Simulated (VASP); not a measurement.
Wanted: the native input for a VASP 6.6.1 run.

* Task: single point
* Functional: LDA
* Potentials or basis: VASP PAW LDA potentials, release 64 (Si)
* Cutoff: 500 eV
* k mesh: 25 × 25 × 5
* Occupations: gaussian, width 0.15 eV
* Spin: no spin polarisation
* Dipole correction: no
* Further INCAR settings: ALGO = Normal; EDIFF = 1e-06; NBANDS = 21

The structure of Si lies in POSCAR:

```
Si
1.0
   -2.6510666862      0.0000000000      0.0000000000
   -1.3255333431     -2.2958910974      0.0000000000
    0.0000000000      0.0000000000     13.3252272404
Si
6
Direct
    0.3333333333      0.3333333333      0.9373212553
    0.3333333333      0.3333333333      0.2556454637
    0.3333333333      0.3333333333      0.5964833595
    0.6666666667      0.6666666667      0.0852265158
    0.6666666667      0.6666666667      0.4260644116
    0.6666666667      0.6666666667      0.7669023074
```

This cell differs from its parent crystal: the distance across one plane changed.

These files were run (other wordings do the same):

INCAR

```
SYSTEM = Si
PREC     = Accurate       ! precision mode
ENCUT    = 500            ! plane-wave cutoff, eV
EDIFF    = 1E-6           ! SCF threshold, eV
ISMEAR   = 0              ! smearing method
SIGMA    = 0.15           ! smearing width, eV
LREAL    = .FALSE.        ! projectors in reciprocal space
LASPH    = .TRUE.         ! aspherical terms in the spheres
NELM     = 120            ! most SCF steps
ALGO     = Normal         ! electronic algorithm
ISIF     = 2              ! what is computed and relaxed
LWAVE    = .FALSE.        ! write WAVECAR
LCHARG   = .FALSE.        ! write CHGCAR
GGA      = CA             ! functional
NBANDS   = 21             ! bands
GGA_COMPAT= .FALSE.
```

KPOINTS

```
Automatic mesh
0
G
  25 25 5
  0 0 0
```

Potentials or basis: VASP PAW LDA potentials, release 64 (Si).

The run is started by

```bash
$ cat potpaw_LDA.64/Si/POTCAR > POTCAR
$ mpirun -np 1 vasp_std > vasp.out
```

Results of the run:

* Pressure: 3.0 GPa
* Largest force: 1.086 eV/Å
* Band gap on the k mesh: zero (bands 12 and 13 overlap by 11.89 eV)

Caveat: the cell differs from its parent crystal (the distance across one plane changed); forces of over 1 eV/Å act on the atoms, so gaps and moduli don't describe the material at rest.

Wall time 17 min on 1 thread of Oxide Virtual Turin-like Processor (shared host), peak memory 0.37 GiB.
